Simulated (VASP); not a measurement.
Set up this calculation in VASP 6.6.1, as the native input.

| Item | Value |
| --- | --- |
| Task | relaxation of cell and atoms |
| Functional | PBE |
| Potentials or basis | VASP PAW PBE potentials, release 64 (Ba_sv, Cd_sv_GW) |
| Cutoff | 630 eV |
| k mesh | 4 × 4 × 4 |
| Occupations | gaussian, width 0.1 eV |
| Spin | no spin polarisation |
| Dipole correction | no |
| Further INCAR settings | ALGO = Normal; EDIFF = 1e-07; IBRION = 2; EDIFFG = -0.04; NSW = 90; ISIF = 3 |

The structure of Ba3Cd lies in POSCAR:

```
Ba3Cd
1.0
    5.1139096113      0.0000000000      0.0000000000
    0.0000000000      5.1139096113      0.0000000000
    0.0000000000      0.0000000000      5.1139096113
Ba Cd
3 1
Direct
    0.0000000000      0.5000000000      0.5000000000
    0.5000000000      0.0000000000      0.5000000000
    0.5000000000      0.5000000000      0.0000000000
    0.0000000000      0.0000000000      0.0000000000
```

The input as run:

INCAR

```
PREC = Accurate
ENCUT = 630
EDIFF = 1E-7
ISMEAR = 0
SIGMA = 0.1
LREAL = False
LASPH = True
NELM = 120
ALGO = Normal
ISIF = 3
LWAVE = False
LCHARG = False
GGA = PE
IBRION = 2
NSW = 90
EDIFFG = -0.04
GGA_COMPAT = False
NELMIN = 4
```

KPOINTS

```
Automatic mesh
0
Gamma
  4 4 4
```

Potentials or basis: VASP PAW PBE potentials, release 64 (Ba_sv, Cd_sv_GW).

Run with:

```sh
$ cat potpaw_PBE.64/Ba_sv/POTCAR potpaw_PBE.64/Cd_sv_GW/POTCAR > POTCAR
$ mpirun -np 1 vasp_std > vasp.out
```

Results of the run:

| Property | Result |
| --- | --- |
| Relaxed volume | 47.10 Å³/atom |
| Relaxed cell | a = 5.733 Å, b = 5.733 Å, c = 5.733 Å, α = 90.00°, β = 90.00°, γ = 90.00° |
| Space group after relaxing (to 0.1 Å) | Pm-3m (No. 221) |
| Energy gained by relaxing | 281.2 meV/atom |
| Ionic steps | 4 |
| Pressure after relaxing | 0.0 GPa |
| Band gap on the k mesh | zero (bands 25 and 26 overlap by 0.31 eV) |

Caveat: the volume moved by over 15 % at a fixed basis, so the end points are rough; spin-orbit coupling is left out, which moves the levels of the heavy elements.

It took 4.7 min on 1 thread of Intel(R) Xeon(R) Platinum 8259CL CPU @ 2.50GHz (Skylake/Cascade Lake), on a shared host, peak memory 0.29 GiB.
